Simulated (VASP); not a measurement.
Wanted: the native input for a VASP 6.6.1 run.

* Task: single point
* Functional: PBEsol
* Potentials or basis: VASP PAW PBE potentials, release 64 (B, As)
* Cutoff: 420 eV
* k mesh: 9 × 9 × 9
* Occupations: fermi-dirac, width 0.0871 eV
* Spin: no spin polarisation
* Dipole correction: no
* k mesh for the DOS: 14 × 14 × 14
* Occupations for the DOS: tetrahedron
* Further INCAR settings: ALGO = Normal; EDIFF = 1e-06

The system is BAs.

```
CELL_PARAMETERS angstrom
0.00000 2.42552 2.42552
2.42552 0.00000 2.42552
2.42552 2.42552 0.00000
ATOMIC_POSITIONS crystal
B 0.00000 0.00000 0.00000
As 0.25000 0.25000 0.25000
```

These files were run (other wordings do the same):

POSCAR

```
BAs
1.0
    0.0000000000      2.4255180000      2.4255180000
    2.4255180000      0.0000000000      2.4255180000
    2.4255180000      2.4255180000      0.0000000000
B As
1 1
Direct
    0.0000000000      0.0000000000      0.0000000000
    0.2500000000      0.2500000000      0.2500000000
```

INCAR.step1

```
PREC = Accurate ; ENCUT = 420
EDIFF = 1E-6 ; ISMEAR = -1
SIGMA = 0.0871 ; LREAL = False
LASPH = True ; NELM = 120
ALGO = Normal ; ISIF = 2
LWAVE = False ; LCHARG = True
GGA = PS ; NBANDS = 11
GGA_COMPAT = False ; NEDOS = 2001
LORBIT = 11
```

KPOINTS.step1

```
Automatic mesh
0
Gamma
  9 9 9
```

INCAR.step2

```
PREC = Accurate ; ENCUT = 420
EDIFF = 1E-6 ; ISMEAR = -5
SIGMA = 0.0871 ; LREAL = False
LASPH = True ; NELM = 120
ALGO = Normal ; ISIF = 2
LWAVE = False ; LCHARG = False
GGA = PS ; LORBIT = 11
NEDOS = 2001 ; ICHARG = 11
GGA_COMPAT = False
```

KPOINTS.step2

```
Automatic mesh
0
Gamma
  14 14 14
```

Potentials or basis: VASP PAW PBE potentials, release 64 (B, As).

Run with:

```sh
$ cat potpaw_PBE.64/B/POTCAR potpaw_PBE.64/As/POTCAR > POTCAR
$ cp INCAR.step1 INCAR
$ cp KPOINTS.step1 KPOINTS
$ mpirun -np 1 vasp_std > vasp.out
$ cp INCAR.step2 INCAR
$ cp KPOINTS.step2 KPOINTS
$ mpirun -np 1 vasp_std > vasp.out
```

Results of the run:

```
Valence electrons inside the program's atomic spheres : B 1.77; As 2.88
```

Wall time 13 s on 1 thread of AMD EPYC 7R13 Processor (Zen 3) (shared host), peak memory 0.11 GiB.
